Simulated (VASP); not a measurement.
Cs: relaxation of cell and atoms with PBE

Cs:

```
CELL_PARAMETERS angstrom
0.00000 7.35213 7.35213
7.35213 0.00000 7.35213
7.35213 7.35213 0.00000
ATOMIC_POSITIONS crystal
Cs 0.72598 0.27402 0.27402
Cs 0.27402 0.72598 0.72598
Cs 0.27402 0.72598 0.27402
Cs 0.72598 0.27402 0.72598
Cs 0.27402 0.27402 0.72598
Cs 0.72598 0.72598 0.27402
```

```json
{
  "Program": "VASP 6.6.1",
  "Task": "relaxation of cell and atoms",
  "Functional": "PBE",
  "Potentials or basis": "VASP PAW PBE potentials, release 64 (Cs_sv)",
  "Cutoff": "600 eV",
  "k mesh": "2 × 2 × 2",
  "Occupations": "gaussian, width 0.1 eV",
  "Spin": "no spin polarisation",
  "Dipole correction": "no",
  "Further INCAR settings": "ALGO = Normal; EDIFF = 1e-06; IBRION = 2; EDIFFG = -0.04; NSW = 90; ISIF = 3"
}
```

```
Relaxed volume                         : 142.28 Å³/atom
Relaxed cell                           : a = 10.648 Å, b = 10.648 Å, c = 10.648 Å, α = 60.00°, β = 60.00°, γ = 60.00°
Space group after relaxing (to 0.05 Å) : Pm-3m (No. 221)
Energy gained by relaxing              : 76.3 meV/atom
Ionic steps                            : 12
Pressure after relaxing                : 0.0 GPa
Largest force after relaxing           : 0.009 eV/Å
Band gap on the k mesh                 : zero (band 27 reaches 0.46 eV, above the bottom of band 28 at -0.06 eV)
```

Forces in eV/Å, atoms in the order of the input:
```
Cs  -0.009  0.000  0.000
Cs   0.009  0.000  0.000
Cs   0.000 -0.009  0.000
Cs   0.000  0.009  0.000
Cs   0.000  0.000 -0.009
Cs   0.000  0.000  0.009
```

Step by step:
| step | energy change (eV) | largest force (eV/Å) | pressure (GPa) | volume (Å³) |
| --- | --- | --- | --- | --- |
| 1 | 0.0000 | 0.4176 | 0.29 | 794.82 |
| 2 | -0.0911 | 0.3651 | 0.21 | 822.71 |
| 3 | -0.2555 | 0.2311 | 0.00 | 910.29 |
| 4 | -0.2141 | 0.0720 | -0.21 | 1103.64 |
| 5 | -0.2902 | 0.1476 | -0.11 | 986.84 |
| 6 | -0.2910 | 0.1587 | -0.10 | 973.97 |
| 7 | -0.3204 | 0.1501 | -0.09 | 957.72 |
| 8 | -0.3938 | 0.1193 | -0.05 | 910.05 |
| 9 | -0.4453 | 0.0214 | 0.09 | 819.51 |
| 10 | -0.4477 | 0.0453 | 0.05 | 836.35 |
| 11 | -0.4477 | 0.0405 | 0.06 | 832.94 |
| 12 | -0.4575 | 0.0095 | 0.02 | 853.71 |

Final structure:
```xyz
6
Lattice="0.0000 7.5294 7.5294 7.5294 0.0000 7.5294 7.5294 7.5294 0.0000" Properties=species:S:1:pos:R:3 pbc="T T T"
Cs    3.7752    7.5294    7.5294
Cs   11.2836    7.5294    7.5294
Cs    7.5294    3.7752    7.5294
Cs    7.5294   11.2836    7.5294
Cs    7.5294    7.5294    3.7752
Cs    7.5294    7.5294   11.2836
```

Levels at points of the mesh, in eV from the Fermi level:
```csv
k point,band 24,band 25,band 26,band 27,band 28,band 29
"(0.00, 0.00, 0.00)",-10.83,-1.57,0.10,0.10,0.10,0.25
"(0.50, 0.00, 0.00)",-10.84,-0.97,-0.96,0.37,0.38,0.38
"(0.50, 0.50, 0.00)",-10.83,-0.93,-0.53,-0.15,-0.14,-0.14
```

Run time: 21 min on 1 thread of Intel(R) Xeon(R) 6975P-C (Granite Rapids), with other jobs on the host, peak memory 1.2 GiB.

Caveat: the k points lie up to 0.36 Å⁻¹ apart in the final cell; spin-orbit coupling is left out, which moves the levels of the heavy elements.
